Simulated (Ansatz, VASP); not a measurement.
## Be2CdO3 in VASP and in Ansatz

The input INCAR:

```
ALGO = Normal
EDIFF = 1E-7
EDIFFG = -0.08
ENCUT = 600
GGA = PE
GGA_COMPAT = False
IBRION = 2
ISIF = 3
ISMEAR = 0
LASPH = True
LCHARG = False
LREAL = False
LWAVE = False
NELM = 120
NELMIN = 4
NSW = 36
PREC = Accurate
SIGMA = 0.15
```

The input KPOINTS:

```
k-points
0
Gamma
  4 4 2
```

POSCAR

```
Be2CdO3
1.0
    3.1000000000      0.0000000000      0.0000000000
   -1.5500000000      2.6846787500      0.0000000000
    0.0000000000      0.0000000000      7.5000000000
Be Cd O
2 1 3
Direct
    0.6666666700      0.3333333300      0.3800000000
    0.3333333300      0.6666666700      0.6200000000
    0.0000000000      0.0000000000      0.0000000000
    0.6666666700      0.3333333300      0.1600000000
    0.3333333300      0.6666666700      0.8400000000
    0.0000000000      0.0000000000      0.5000000000
```

Input for Ansatz:

```yaml
crystal:
  lattice:
    - [3.1, 0.0, 0.0]
    - [-1.55, 2.68467875, 0.0]
    - [0.0, 0.0, 7.5]
  atoms:
    - { symbol: Be, position: [0.66666667, 0.33333333, 0.38] }
    - { symbol: Be, position: [0.33333333, 0.66666667, 0.62] }
    - { symbol: Cd, position: [0.0, 0.0, 0.0] }
    - { symbol: O, position: [0.66666667, 0.33333333, 0.16] }
    - { symbol: O, position: [0.33333333, 0.66666667, 0.84] }
    - { symbol: O, position: [0.0, 0.0, 0.5] }
basis:
  ecutwfc: 420
kpoints:
  mp_grid: { grid: [4, 4, 2] }
hamiltonian:
  xc: pbe
scf:
  occupations: { method: gaussian, width: 0.15 }
  lower_state_search: "off"
output:
  forces: true
  stress: true
  eigenvalues: true
relax:
  adjacent_minimum: "off"
  f_tol: 0.08
  max_steps: 16
  cell: { stress_tol: 0.8 }
```

Alike in both runs: task relaxation of cell and atoms; functional PBE; k mesh 4 × 4 × 2; occupations gaussian, width 0.15 eV; no spin polarisation.

|  | VASP | Ansatz |
| --- | --- | --- |
| version | VASP 6.6.1 | Ansatz 0.2.0 |
| potentials or method | VASP PAW PBE potentials, release 64 (Be, Cd, O), cutoff 600 eV | scalar-relativistic, plane waves, PAW |
| valence electrons in the cell | 34 | 42 |

Ansatz gave:

| Item | Value |
| --- | --- |
| gap on the k mesh at the Fermi level, each at its own relaxed structure (eV) | 0.63 |
| relaxed volume (Å³/atom) | 10.26 |
| relaxed cell length with the largest relative difference (Å) | 7.573 |

**Question.** Estimate VASP's values.

**Answer.** gap on the k mesh at the Fermi level, each at its own relaxed structure (eV): 0.65; relaxed volume (Å³/atom): 10.30; relaxed cell length with the largest relative difference (Å): 7.603.

VASP's potentials hold 34 valence electrons a cell and Ansatz's 42, so a difference there can come from the potentials and not from the codes.

The k mesh is coarse, so the values compare programs but aren't converged.
